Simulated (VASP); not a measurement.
CaO:

```
Ca O
1.0
     0.00000    2.60673    2.60673
     2.60673    0.00000    2.60673
     2.60673    2.60673    0.00000
Ca O
1 1
Cartesian
  0.0000 0.0000 0.0000
  1.3034 1.3034 1.3034
```

Base run:

| Item | Value |
| --- | --- |
| Program | VASP 6.6.1 |
| Functional | r2SCAN |
| Potentials or basis | VASP PAW PBE potentials, release 64 (Ca_sv, O) |
| Cutoff | 520 eV |
| k mesh | 8 × 8 × 8 |
| Occupations | gaussian, width 0.01 eV |
| Spin | no spin polarisation |

Its results: band gap on the k mesh 3.73 eV, indirect (least direct gap 4.36 eV); pressure 0.9 GPa.

Q: The run is repeated on the same cell with these changes: functional from r2SCAN to PBE. What comes out?

A: Band gap on the k mesh 3.33 eV, indirect (least direct gap 3.95 eV); pressure 1.9 GPa.

r2SCAN gives the wider gap, since meta-GGAs in the generalised Kohn-Sham scheme recover part of the derivative discontinuity.

Caveats: the PAW data sets were made with another functional, which shifts forces and pressure a little (some runs).

A k mesh can miss the band edges.
